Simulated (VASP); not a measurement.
Here is a VASP 6.6.1 calculation.

Contents of POSCAR:

```
Zn3SbSe4
1.0
    0.0000000000      5.7131810000      0.0000000000
    5.7131810000      0.0000000000      0.0000000000
    2.8565900000      2.8565900000     -5.6920880000
Zn Sb Se
3 1 4
Direct
    0.5000000000      0.5000000000      0.0000000000
    0.7500000000      0.2500000000      0.5000000000
    0.2500000000      0.7500000000      0.5000000000
    0.0000000000      0.0000000000      0.0000000000
    0.6108100000      0.6108100000      0.2625800000
    0.3891900000      0.8733900000      0.7374200000
    0.1266100000      0.1266100000      0.2625800000
    0.8733900000      0.3891900000      0.7374200000
```

Contents of INCAR.step1:

```
  ALGO = Normal
  EDIFF = 1E-4
  ENCUT = 520
  GGA = PE
  ISMEAR = 1
  LASPH = True
  LCHARG = False
  LREAL = False
  LWAVE = True
  NBANDS = 42
  NELM = 100
  PREC = Accurate
  SIGMA = 0.0626
```

Contents of INCAR.step2:

```
  ALGO = Normal
  EDIFF = 1E-6
  ENCUT = 520
  ISIF = 2
  ISMEAR = 1
  ISTART = 1
  LASPH = True
  LCHARG = False
  LMIXTAU = True
  LREAL = False
  LWAVE = False
  METAGGA = R2SCAN
  NBANDS = 42
  NELM = 100
  PREC = Accurate
  SIGMA = 0.0626
```

File KPOINTS:

```
k-points
0
Gamma
  5 5 5
```

Potentials or basis: VASP PAW PBE potentials, release 64 (Zn, Sb, Se).

Launch:

```bash
$ cat potpaw_PBE.64/Zn/POTCAR potpaw_PBE.64/Sb/POTCAR potpaw_PBE.64/Se/POTCAR > POTCAR
$ cp INCAR.step1 INCAR
$ mpirun -np 1 vasp_std > vasp.out
$ cp INCAR.step2 INCAR
$ mpirun -np 1 vasp_std > vasp.out
```

Estimate the band gap on the k mesh.

zero (an odd number of electrons rules out a gap without spin polarisation).

Estimate the pressure.

9.7 GPa.

What does it give for the largest force?

2.187 eV/Å.

Forces on the atoms (eV/Å):
```
Zn   0.000  0.000  0.000
Zn   0.000  0.000  0.000
Zn   0.000  0.000  0.000
Sb   0.000  0.000  0.000
Se  -1.383 -1.383 -0.978
Se  -1.383  1.383  0.978
Se   1.383  1.383 -0.978
Se   1.383 -1.383  0.978
```

Caveat: the cell stands under pressure; the PAW data sets were made with another functional, which shifts forces and pressure a little; spin-orbit coupling is left out, which moves the levels of the heavy elements.
